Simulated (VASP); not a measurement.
Input of a VASP 6.6.1 run:

Contents of POSCAR:

```
TiAl
1.0
    3.1790640000      0.0000000000      0.0000000000
    0.0000000000      3.1790640000      0.0000000000
    0.0000000000      0.0000000000      3.1790640000
Ti Al
1 1
Direct
    0.0000000000      0.0000000000      0.0000000000
    0.5000000000      0.5000000000      0.5000000000
```

File INCAR.step1:

```
PREC = Accurate
ENCUT = 520
ISMEAR = 0
SIGMA = 0.15
LREAL = F
LASPH = T
NELM = 100
NBANDS = 14
GGA = PE
ALGO = Normal
EDIFF = 1E-4
LWAVE = T
LCHARG = F
```

The input INCAR.step2:

```
PREC = Accurate
ENCUT = 520
EDIFF = 1E-6
ISMEAR = 0
SIGMA = 0.15
LREAL = F
LASPH = T
NELM = 100
ALGO = Normal
ISIF = 2
LWAVE = F
LCHARG = F
METAGGA = R2SCAN
LMIXTAU = T
NBANDS = 14
ISTART = 1
```

Contents of KPOINTS:

```
regular mesh
0
Gamma
  16 16 16
```

Potentials or basis: VASP PAW PBE potentials, release 64 (Ti_sv, Al).

Launch:

```bash
$ cat potpaw_PBE.64/Ti_sv/POTCAR potpaw_PBE.64/Al/POTCAR > POTCAR
$ cp INCAR.step1 INCAR
$ mpirun -np 1 vasp_std > vasp.out
$ cp INCAR.step2 INCAR
$ mpirun -np 1 vasp_std > vasp.out
```

Q: Predict the pressure.

A: -0.7 GPa.

Caveat: the PAW data sets were made with another functional, which shifts forces and pressure a little.
